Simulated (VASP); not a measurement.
# Ni (Im-3m) in VASP: notebook

Ni is run at these levels: PBE; tasks: single point, relaxation of cell and atoms.

All numbers are computed with VASP 6.6.1; they aren't measurements. Logs are shortened: lines on timing, memory, paths and dates and some standing lists are left out, and cuts for length are marked.

## 1. The cell of the first run

The structure is cubic, space group Im-3m (No. 229). Conventional cell: a = 2.792 Å, b = 2.792 Å, c = 2.792 Å, α = 90.00°, β = 90.00°, γ = 90.00°. Ni (site symmetry m-3m) has 14 Ni at 2.42 to 2.79 Å within 3.2 Å.

This isn't the form of Ni at room conditions, which is fcc.

## 2. Single point, PBE

Contents of INCAR:

```
SYSTEM = Ni
PREC = Accurate ; ENCUT = 520
EDIFF = 1E-6 ; ISMEAR = 0
SIGMA = 0.1 ; LREAL = .False.
LASPH = .True. ; NELM = 100
ALGO = Fast ; ISIF = 2
LWAVE = .False. ; LCHARG = .False.
GGA = PE ; NBANDS = 11
```

Contents of KPOINTS:

```
Automatic mesh
0
Gamma
  28 28 28
  0 0 0
```

Contents of POSCAR:

```
Ni
1.0
   -1.3962376085      1.3962376085      1.3962376085
    1.3962376085     -1.3962376085      1.3962376085
    1.3962376085      1.3962376085     -1.3962376085
Ni
1
Direct
    0.0000000000      0.0000000000      0.0000000000
```

Potentials or basis: VASP PAW PBE potentials, release 64 (Ni).

Run with:

```
> cat potpaw_PBE.64/Ni/POTCAR > POTCAR
> mpirun -np 1 vasp_std > vasp.out
```

OUTCAR:

```text
SYSTEM = Ni
   PREC = Accurate
   ENCUT = 520
   EDIFF = 1E-6
   ISMEAR = 0
   LREAL = .False.
   LASPH = .True.
   NELM = 100
   ISIF = 2
   GGA = PE

 ion  position               nearest neighbor table
   1  0.000  0.000  0.000-

  LATTYP: Found a body centered cubic cell.
 ALAT       =     2.7924752170

  Lattice vectors:

 A1 = (  -1.3962376085,   1.3962376085,   1.3962376085)
 A2 = (   1.3962376085,  -1.3962376085,   1.3962376085)
 A3 = (   1.3962376085,   1.3962376085,  -1.3962376085)

Analysis of symmetry for initial positions (statically):
=====================================================================
 Subroutine PRICEL returns:
 Original cell was already a primitive cell.

 Routine SETGRP: Setting up the symmetry group for a
 body centered cubic supercell.

 Subroutine GETGRP returns: Found 48 space group operations
 (whereof 48 operations were pure point group operations)
 out of a pool of 48 trial point group operations.

The static configuration has the point symmetry O_h .

Analysis of symmetry for dynamics (positions and initial velocities):
=====================================================================
 Subroutine PRICEL returns:
 Original cell was already a primitive cell.

 Routine SETGRP: Setting up the symmetry group for a
 body centered cubic supercell.

 Subroutine GETGRP returns: Found 48 space group operations
 (whereof 48 operations were pure point group operations)
 out of a pool of 48 trial point group operations.

The dynamic configuration has the point symmetry O_h .

 Subroutine INISYM returns: Found 48 space group operations
 (whereof 48 operations are pure point group operations),
 and found     1 'primitive' translations

----------------------------------------------------------------------------------------

                                     Primitive cell

  volume of cell :      10.8877

  direct lattice vectors                    reciprocal lattice vectors
    -1.396237608  1.396237608  1.396237608     0.000000000  0.358105237  0.358105237
     1.396237608 -1.396237608  1.396237608     0.358105237  0.000000000  0.358105237
     1.396237608  1.396237608 -1.396237608     0.358105237  0.358105237  0.000000000

  length of vectors
     2.418354477  2.418354477  2.418354477     0.506437283  0.506437283  0.506437283

  position of ions in fractional coordinates (direct lattice)
     0.000000000  0.000000000  0.000000000

  ion indices of the primitive-cell ions
   primitive index   ion index
                 1           1

----------------------------------------------------------------------------------------

 KPOINTS: Automatic mesh

Automatic generation of k-mesh.
 Grid dimensions read from file:
 generate k-points for:   28   28   28

 Generating k-lattice:

  Cartesian coordinates                     Fractional coordinates (reciprocal lattice)
     0.000000000  0.012789473  0.012789473     0.035714286  0.000000000  0.000000000
     0.012789473  0.000000000  0.012789473     0.000000000  0.035714286  0.000000000
     0.012789473  0.012789473  0.000000000     0.000000000  0.000000000  0.035714286

  Length of vectors
     0.018087046  0.018087046  0.018087046

  Shift w.r.t. Gamma in fractional coordinates (k-lattice)
     0.000000000  0.000000000  0.000000000

 Subroutine IBZKPT returns following result:
 ===========================================

 Found    624 irreducible k-points:

 Following reciprocal coordinates:
            Coordinates               Weight
  0.000000  0.000000  0.000000      1.000000
  0.035714  0.000000  0.000000     12.000000
  0.071429  0.000000  0.000000     12.000000
  0.107143  0.000000  0.000000     12.000000
  0.142857  0.000000  0.000000     12.000000
  0.178571  0.000000  0.000000     12.000000
[... 16 lines left out ...]
  0.285714  0.035714  0.000000     48.000000
  0.321429  0.035714  0.000000     48.000000
 [... further k-points ...]
   k-points           NKPTS =    624   k-points in BZ     NKDIM =    624   number of bands    NBANDS=     11
   number of dos      NEDOS =    301   number of ions     NIONS =      1
   total plane-waves  NPLWV =   5832
   dimension x,y,z NGX =    18 NGY =   18 NGZ =   18
   dimension x,y,z NGXF=    36 NGYF=   36 NGZF=   36
   ions per type =               1
   NGX,Y,Z   is equivalent  to a cutoff of  12.37, 12.37, 12.37 a.u.
   NGXF,Y,Z  is equivalent  to a cutoff of  24.75, 24.75, 24.75 a.u.
 SYSTEM =  Ni
   PREC   = accura    normal or accurate (medium, high low for compatibility)
   ISTART =      0    job   : 0-new  1-cont  2-samecut
   ICHARG =      2    charge: 1-file 2-atom 10-const
   ISPIN  =      1    spin polarized calculation?
   LNONCOLLINEAR =      F non collinear calculations
   LSORBIT =      F    spin-orbit coupling
   LASPH  =      T    aspherical Exc in radial PAW
   ENCUT  =  520.0 eV  38.22 Ry    6.18 a.u.   4.50  4.50  4.50*2*pi/ulx,y,z
   NELM   =    100;   NELMIN=  2; NELMDL= -5     # of ELM steps
   EDIFF  = 0.1E-05   stopping-criterion for ELM
   LREAL  =      F    real-space projection
   EDIFFG = 0.1E-04   stopping-criterion for IOM
   NSW    =      0    number of steps for IOM
   IBRION =     -1    ionic relax: 0-MD 1-quasi-New 2-CG
   NFREE  =      0    steps in history (QN), initial steepest desc. (CG)
   ISIF   =      2    stress and relaxation
   ISYM   =      2    0-nonsym 1-usesym 2-fastsym
   POTIM  = 0.5000    time-step for ionic-motion
   TEBEG  =    0.0;   TEEND  =   0.0 temperature during run
   PSTRESS=    0.0 pullay stress
   NELECT =      10.0000    total number of electrons
   NUPDOWN=      -1.0000    fix difference up-down
   EMIN   =  10.00;   EMAX   =-10.00  energy-range for DOS
   EFERMI =   0.00;   METHOD = LEGACY
   ISMEAR =     0;   SIGMA  =   0.10  broadening in eV -4-tet -1-fermi 0-gaus
   EFERMI_NEDOS =   21; number of points for ismear=-14 and -15
   IALGO  =     68    algorithm
   IMIX   =      4    mixing-type and parameters
     AMIX     =   0.40;   BMIX     =  1.00
     AMIX_MAG =   1.60;   BMIX_MAG =  1.00
  volume/ion in A,a.u.               =      10.89        73.47
  Fermi-wavevector in a.u.,A,eV,Ry     =   1.591337  3.007191 34.454762  2.532354
  Thomas-Fermi vector in A             =   2.689893
   LORBIT       =      0    0 simple, 1 ext, 2 COOP (PROOUT), +10 PAW based schemes
   GGA     = PE    functional components
   LHFCALC =     F    Hartree Fock is set to
   AEXX    =    0.0000 exact exchange contribution
   IVDW    =     0    specifies the selected vdW correction
   LEPSILON=     F    determine dielectric tensor
   LRPA    =     F    only Hartree local field effects (RPA)
 non-spin polarized calculation
 RMM-DIIS sequential band-by-band and
 Gauss-broadening in eV      SIGMA  =   0.10
  energy-cutoff  :      520.00
  volume of cell :       10.89
 maximum number of plane-waves:       321
 NGX is ok and might be reduce to    18
   NGX =  9   NGY =  9   NGZ =  9

 number of electron      10.0000000 magnetization

 number of electron       9.9999988 magnetization

 Free energy of the ion-electron system (eV)
  ---------------------------------------------------
  ext. energy  EPLUGINS =         0.00000000
  ---------------------------------------------------
  free energy    TOTEN  =        -5.36527474 eV

  energy without entropy =       -5.35523922  energy(sigma->0) =       -5.36025698

 E-fermi :   9.1519     XC(G=0): -13.2467

 val. band max:        9.1518393799   @ k =  -0.2500   0.2857   0.1429
 cond. band min:       9.1552796212   @ k =  -0.3929  -0.4643   0.1429
 fundamental gap:      0.0034402413
 Fermi energy:         9.1519215783

 k-point     1 :       0.0000    0.0000    0.0000
  band No.  band energies     occupation
      1       0.3499      2.00000
      2       7.2771      2.00000
      3       7.2771      2.00000
      4       7.2771      2.00000
      5       8.6033      2.00000
      6       8.6033      2.00000
      7      35.6395      0.00000
      8      35.6395      0.00000
      9      35.6395      0.00000
     10      40.5473      0.00000
     11      40.5474      0.00000

 k-point     2 :       0.0357    0.0000    0.0000
  band No.  band energies     occupation
      1       0.4028      2.00000
      2       7.2645      2.00000
      3       7.2762      2.00000
      4       7.3014      2.00000
      5       8.5903      2.00000
      6       8.6042      2.00000
      7      35.1738      0.00000
      8      35.5462      0.00000
      9      35.5659      0.00000
     10      39.9212      0.00000
     11      40.3137      0.00000

 k-point     3 :       0.0714    0.0000    0.0000
  band No.  band energies     occupation
      1       0.5609      2.00000
      2       7.2278      2.00000
      3       7.2723      2.00000
      4       7.3739      2.00000
      5       8.5545      2.00000
      6       8.6072      2.00000
      7      33.9752      0.00000
      8      35.2242      0.00000
      9      35.3666      0.00000
     10      39.2798      0.00000
     11      39.3846      0.00000

 k-point     4 :       0.1071    0.0000    0.0000
  band No.  band energies     occupation
      1       0.8213      2.00000
      2       7.1689      2.00000
      3       7.2618      2.00000
      4       7.4920      2.00000
      5       8.5043      2.00000
      6       8.6124      2.00000
      7      32.3690      0.00000
      8      34.6311      0.00000
      9      35.0892      0.00000
     10      37.8857      0.00000
     11      38.7987      0.00000

 k-point     5 :       0.1429    0.0000    0.0000
  band No.  band energies     occupation
      1       1.1786      2.00000
      2       7.0913      2.00000
      3       7.2403      2.00000
      4       7.6521      2.00000
      5       8.4524      2.00000
      6       8.6202      2.00000
      7      30.5731      0.00000
      8      33.8379      0.00000
      9      34.7796      0.00000
     10      36.6101      0.00000
     11      38.0040      0.00000
[... 211 lines left out ...]
 k-point    21 :       0.2143    0.0357   -0.0000
  band No.  band energies     occupation
      1       2.4628      2.00000
      2       6.8470      2.00000
      3       7.1274      2.00000
      4       8.2246      2.00000
      5       8.3806      2.00000
      6       8.6634      2.00000
      7      25.9203      0.00000
      8      31.1740      0.00000
      9      33.2102      0.00000
     10      34.6039      0.00000
     11      37.5666      0.00000

 k-point    22 :       0.2500    0.0357    0.0000
  band No.  band energies     occupation
      1       3.0487      2.00000
      2       6.7419      2.00000
      3       7.1199      2.00000
      4       8.3933      2.00000
      5       8.4826      2.00000
      6       8.6828      2.00000
      7      24.0941      0.00000
      8      30.4451      0.00000
      9      32.2916      0.00000
     10      34.2910      0.00000
     11      37.3073      0.00000

 k-point    23 :       0.2857    0.0357    0.0000
  band No.  band energies     occupation
      1       3.6242      2.00000
      2       6.6409      2.00000
      3       7.1884      2.00000
      4       8.4266      2.00000
      5       8.6996      2.00000
      6       8.7479      2.00000
      7      22.3317      0.00000
      8      29.7877      0.00000
      9      31.4479      0.00000
     10      34.0355      0.00000
     11      37.1332      0.00000

 k-point    24 :       0.3214    0.0357    0.0000
  band No.  band energies     occupation
      1       4.1229      2.00000
      2       6.5488      2.00000
      3       7.3902      2.00000
      4       8.4696      2.00000
      5       8.7262      2.00000
      6       9.0024      1.96555
      7      20.6582      0.00000
      8      29.2177      0.00000
      9      30.7050      0.00000
     10      33.8292      0.00000
     11      37.0262      0.00000

 [... further k-points ...]

------------------------ aborting loop because EDIFF is reached ----------------------------------------

  FORCE on cell =-STRESS in cart. coord.  units (eV):
  Direction    XX          YY          ZZ          XY          YZ          ZX
  --------------------------------------------------------------------------------------
  -------------------------------------------------------------------------------------
  Total       -0.0000820     -0.0000820     -0.0000820     -0.0000000     -0.0000000      0.0000000
  in kB       -0.0120708     -0.0120708     -0.0120708     -0.0000000     -0.0000000      0.0000000
  external PRESSURE =      -0.0120708 kB  Pullay stress =       0.0000000 kB

 VOLUME and BASIS-vectors are now :
 -----------------------------------------------------------------------------
  energy-cutoff  :      520.00
  volume of cell :       10.89
      direct lattice vectors                 reciprocal lattice vectors
    -1.396237608  1.396237608  1.396237608     0.000000000  0.358105237  0.358105237
     1.396237608 -1.396237608  1.396237608     0.358105237  0.000000000  0.358105237
     1.396237608  1.396237608 -1.396237608     0.358105237  0.358105237  0.000000000

 POSITION                                       TOTAL-FORCE (eV/Angst)
 -----------------------------------------------------------------------------------
      0.00000      0.00000      0.00000        -0.000000      0.000000     -0.000000
 -----------------------------------------------------------------------------------
    total drift:                                0.000000      0.000000      0.000000

  FREE ENERGIE OF THE ION-ELECTRON SYSTEM (eV)
  ---------------------------------------------------
  free  energy   TOTEN  =        -5.3652747408 eV

  energy  without entropy=       -5.3552392180  energy(sigma->0) =       -5.36025698
```

It took 37 s on 1 thread of Intel Xeon 6975P-C (Granite Rapids), shared host; peak memory 0.18 GiB.

What came out:

```
Free energy            : -5.3653 eV
Pressure               : 0.0 GPa
Band gap on the k mesh : zero (bands 5 and 6 overlap by 1.02 eV)
```

Levels at points of the mesh, in eV from the Fermi level:
```
           k point  band 3  band 4  band 5  band 6  band 7  band 8
(0.00, 0.00, 0.00)   -1.87   -1.87   -0.55   -0.55   26.49   26.49
(0.50, 0.00, 0.00)   -0.60   -0.39    0.35    0.40    6.73   19.16
(0.50, 0.50, 0.50)    0.18    0.18    0.18    9.88    9.88    9.88
```

Caveat: the run has no spin polarisation, though such a crystal can be magnetic. Spin polarisation is off, so any magnetic state and its effect on volume and gap are missing.

## 3. Relaxation of cell and atoms, PBE

Contents of INCAR:

```
PREC     = Accurate       # precision mode
ENCUT    = 600            # plane-wave cutoff, eV
EDIFF    = 1E-6           # SCF threshold, eV
ISMEAR   = 0              # smearing method
SIGMA    = 0.1            # smearing width, eV
LREAL    = False          # projectors in reciprocal space
LASPH    = True           # aspherical terms in the spheres
NELM     = 80             # most SCF steps
ALGO     = Normal         # electronic algorithm
ISIF     = 3              # what is computed and relaxed
LWAVE    = False          # write WAVECAR
LCHARG   = False          # write CHGCAR
GGA      = PE             # functional
IBRION   = 2              # ionic algorithm
NSW      = 100            # ionic steps
EDIFFG   = -0.01          # ionic threshold
```

Contents of KPOINTS:

```
Automatic mesh
0
Gamma
  28 28 28
```

Contents of POSCAR:

```
Ni
1.0
   -1.3966397294      1.3966397294      1.3966397294
    1.3966397294     -1.3966397294      1.3966397294
    1.3966397294      1.3966397294     -1.3966397294
Ni
1
Direct
    0.0000000000      0.0000000000      0.0000000000
```

Potentials or basis: VASP PAW PBE potentials, release 64 (Ni).

Run with:

```
> cat potpaw_PBE.64/Ni/POTCAR > POTCAR
> mpirun -np 1 vasp_std > vasp.out
```

It took 58 s on 1 thread of Intel Xeon 6975P-C (Granite Rapids), shared host; peak memory 0.2 GiB.

Results (log left out):

- Free energy: -5.3650 eV
- Relaxed volume: 10.88 Å³/atom
- Relaxed cell: a = 2.418 Å, b = 2.418 Å, c = 2.418 Å, α = 109.47°, β = 109.47°, γ = 109.47°
- Space group after relaxing (to 0.1 Å): Im-3m (No. 229)
- Energy gained by relaxing: 0.0 meV/atom
- Ionic steps: 3
- Pressure after relaxing: 0.0 GPa
- Band gap on the k mesh: zero (bands 5 and 6 overlap by 1.02 eV)

Final structure:
```cif
data_structure
_symmetry_space_group_name_H-M 'P 1'
_symmetry_Int_Tables_number 1
_cell_length_a 2.4177
_cell_length_b 2.4177
_cell_length_c 2.4177
_cell_angle_alpha 109.471
_cell_angle_beta 109.471
_cell_angle_gamma 109.471
_cell_volume 10.88
loop_
_atom_site_label
_atom_site_type_symbol
_atom_site_fract_x
_atom_site_fract_y
_atom_site_fract_z
_atom_site_occupancy
Ni1 Ni 0.00000 0.00000 0.00000 1
```

Levels at points of the mesh, in eV from the Fermi level:
```
           k point  band 2  band 3  band 4  band 5  band 6  band 7  band 8  band 9
(0.00, 0.00, 0.00)   -1.88   -1.88   -1.88   -0.55   -0.55   26.50   26.50   26.50
(0.50, 0.00, 0.00)   -2.82   -0.60   -0.39    0.35    0.41    6.74   19.17   20.18
(0.50, 0.50, 0.50)   -3.92    0.18    0.18    0.18    9.89    9.89    9.89   15.81
```

Caveat: the run has no spin polarisation, though such a crystal can be magnetic.
